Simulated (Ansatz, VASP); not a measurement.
# NaGeCl3: VASP beside Ansatz

File INCAR:

```
SYSTEM = NaGeCl3
PREC = Accurate ; ENCUT = 970
EDIFF = 1E-6 ; ISMEAR = -1
SIGMA = 0.02 ; LREAL = .FALSE.
LASPH = .TRUE. ; NELM = 120
ALGO = Normal ; ISIF = 2
LWAVE = .FALSE. ; LCHARG = .TRUE.
GGA = PE ; LELF = .TRUE.
LVHAR = .TRUE. ; NBANDS = 30
GGA_COMPAT = .FALSE.
```

KPOINTS

```
regular mesh
0
G
  6 6 6
  0 0 0
```

File POSCAR:

```
NaGeCl3
1.0
    5.0610986852      0.0000000000      0.0000000000
    0.0000000000      5.0610986852      0.0000000000
    0.0000000000      0.0000000000      5.0610986852
Na Ge Cl
1 1 3
Direct
    0.0000000000      0.0000000000      0.0000000000
    0.5000000000      0.5000000000      0.5000000000
    0.5000000000      0.5000000000      0.0000000000
    0.5000000000      0.0000000000      0.5000000000
    0.0000000000      0.5000000000      0.5000000000
```

Input for Ansatz:

```yaml
crystal:
  lattice:
    - [5.0610986852, 0.0, 0.0]
    - [0.0, 5.0610986852, 0.0]
    - [0.0, 0.0, 5.0610986852]
  atoms:
    - { symbol: Na, position: [0.0, 0.0, 0.0] }
    - { symbol: Ge, position: [0.5, 0.5, 0.5] }
    - { symbol: Cl, position: [0.5, 0.5, 0.0] }
    - { symbol: Cl, position: [0.5, 0.0, 0.5] }
    - { symbol: Cl, position: [0.0, 0.5, 0.5] }
kpoints:
  mp_grid: { grid: [6, 6, 6] }
  band_path:
    path: [[0.0, 0.0, 0.0], [0.0, 0.5, 0.0], [0.5, 0.5, 0.0], [0.5, 0.5, 0.5]]
    npoints: 1
hamiltonian:
  xc: pbe
scf:
  occupations: { method: fermi_dirac, width: 0.02 }
  n_extra_bands: 5
output:
  forces: true
  stress: true
  eigenvalues: true
  write_density: true
  write_potential: true
  elf: true
  volumetric_format: npy
```

Change from the starting cell: hydrostatic strain -2.5%.

Alike in both runs: task single point; functional PBE; k mesh 6 × 6 × 6; occupations fermi-dirac, width 0.02 eV; no spin polarisation.

|  | VASP | Ansatz |
| --- | --- | --- |
| version | VASP 6.6.1 | Ansatz 0.2.0 |
| potentials or method | VASP PAW PBE potentials, release 64 (Na_sv, Ge_d, Cl) | plane waves, PAW |
| plane-wave cutoff (eV) | 970 | 420 |
| valence electrons in the cell | 44 | 44 |

|  | VASP | Ansatz | Ansatz less VASP |
| --- | --- | --- | --- |
| pressure (GPa) | 3.0 | 3.1 | +0.14 |
